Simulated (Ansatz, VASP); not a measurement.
**Sr2ZnWS6 in VASP and in Ansatz**

```
Zn W S Sr
1.0
     0.00000    4.68901    4.68901
     4.68901    0.00000    4.68901
     4.68901    4.68901    0.00000
Zn W S Sr
1 1 6 2
Direct
  0.50000 0.50000 0.50000
  0.00000 0.00000 0.00000
  0.72500 0.27500 0.27500
  0.27500 0.72500 0.27500
  0.27500 0.72500 0.72500
  0.72500 0.27500 0.72500
  0.27500 0.27500 0.72500
  0.72500 0.72500 0.27500
  0.25000 0.25000 0.25000
  0.75000 0.75000 0.75000
```

Alike in both runs: task single point; functional PBE; k mesh 6 × 6 × 6; no spin polarisation.

|  | VASP | Ansatz |
| --- | --- | --- |
| version | VASP 6.6.1 | Ansatz 0.2.0 |
| potentials or method | VASP PAW PBE potentials, release 64 (Zn, W_sv, S, Sr_sv), cutoff 520 eV | PAW plane waves |
| occupations | fermi-dirac, width 0.1 eV | fermi-dirac |
| valence electrons in the cell | 82 | 82 |

Ansatz gave:

| Property | Result |
| --- | --- |
| pressure (GPa) | 7.7 |
| rms of the force components (eV/Å) | 2.805 |

**Question.** Which values does VASP return?

**Answer.** Pressure (GPa): 7.9; rms of the force components (eV/Å): 2.822.

Atom by atom the forces differ by 0.017 eV/Å (rms over components).

Neither program's run includes spin-orbit coupling.
